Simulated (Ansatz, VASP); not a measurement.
**Two plane-wave programs on Nb**

```
CELL_PARAMETERS angstrom
2.86669 0.00000 0.00000
-1.43334 2.48263 0.00000
0.00000 0.00000 10.54577
ATOMIC_POSITIONS crystal
Nb 0.00000 0.00000 0.00000
Nb 0.00000 0.00000 0.50000
Nb 0.33333 0.66667 0.25000
Nb 0.66667 0.33333 0.75000
```

Alike in both runs: task single point; functional PBEsol; k mesh 14 × 14 × 4; occupations fermi-dirac, width 0.1 eV; no spin polarisation.

```csv
,VASP,Ansatz
version,VASP 6.6.1,Ansatz 0.2.0
potentials or method,"VASP PAW PBE potentials, release 64 (Nb_sv), cutoff 520 eV","plane waves (420 eV) with PAW, scalar-relativistic"
valence electrons in the cell,52,52
```

|  | VASP | Ansatz | Ansatz less VASP |
| --- | --- | --- | --- |
| pressure (GPa) | -6.5 | -6.2 | +0.28 |
| traceless stress, the component that is largest in VASP (GPa) | 0.08 | 0.12 | +0.042 |

VASP's potentials were made for PBE, not for PBEsol, and Ansatz warns of the same on its side.
